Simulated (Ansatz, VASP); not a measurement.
**One calculation of SnO2, two programs**

```
CELL_PARAMETERS angstrom
4.28020 0.00000 0.00000
0.00000 4.54671 0.00000
0.00000 0.00000 3.07140
ATOMIC_POSITIONS crystal
Sn 0.50000 0.50000 0.50000
Sn 0.00000 0.00000 0.00000
O 0.25302 0.35447 0.00000
O 0.75302 0.14553 0.50000
O 0.24698 0.85447 0.50000
O 0.74698 0.64553 0.00000
```

Change from the starting cell: volume 9.962 Å^3 an atom, stretch along a over the lengths across it, relative to the relaxed cell 0.9415.

Alike in both runs: functional LDA; k mesh 6 × 6 × 10; occupations gaussian, width 0.05 eV; no spin polarisation.

Ansatz relaxed the structure, and its values are those at the end. VASP's run is a single point on that final structure, the one shown.

```csv
,VASP,Ansatz
version,VASP 6.6.1,Ansatz 0.2.0
potentials or method,"VASP PAW LDA potentials, release 64 (Sn_d, O), cutoff 520 eV","scalar-relativistic, plane waves, PAW"
valence electrons in the cell,52,52
```

```tsv
	VASP	Ansatz	Ansatz less VASP
gap on the k mesh at the Fermi level (eV)	3.30	3.27	-0.032
least direct gap on the mesh (eV)	3.39	3.35	-0.037
rms of the force components (eV/Å)	0.015	0.004	-0.0112
```

LDA's correlation is that of Perdew and Zunger in VASP and of Perdew and Wang (1992) in Ansatz. Ansatz's warnings: stress scf threshold loose.
